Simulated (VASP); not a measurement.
CdS (zincblende type):

```
CELL_PARAMETERS angstrom
0.00000 2.91313 2.91313
2.91313 0.00000 2.91313
2.91313 2.91313 0.00000
ATOMIC_POSITIONS crystal
Cd 0.00000 0.00000 0.00000
S 0.25000 0.25000 0.25000
```

- Program: VASP 6.6.1
- Task: relaxation of cell and atoms
- Functional: PBE
- Potentials or basis: VASP PAW PBE potentials, release 64 (Cd, S)
- Cutoff: 600 eV
- k mesh: 13 × 13 × 13
- Occupations: fermi-dirac, width 0.05 eV
- Spin: no spin polarisation

At the start: pressure 3.4 GPa; volume 24.72 Å³/atom.

Q: Where does the relaxation end?

A: Over 3 steps the energy falls by 14.4 meV/atom and the volume is 26.15 Å³/atom (+5.8 %); space group F-43m (No. 216, to 0.05 Å).

Step by step:
```csv
step,energy change (eV),largest force (eV/Å),pressure (GPa),volume (Å³)
1,0.0000,0.0000,3.41,49.44
2,-0.0257,0.0000,-0.98,53.31
3,-0.0288,0.0000,0.01,52.29
```

Final structure:
```
CELL_PARAMETERS angstrom
0.00000 2.96803 2.96803
2.96803 0.00000 2.96803
2.96803 2.96803 0.00000
ATOMIC_POSITIONS crystal
Cd 0.00000 0.00000 0.00000
S 0.25000 0.25000 0.25000
```
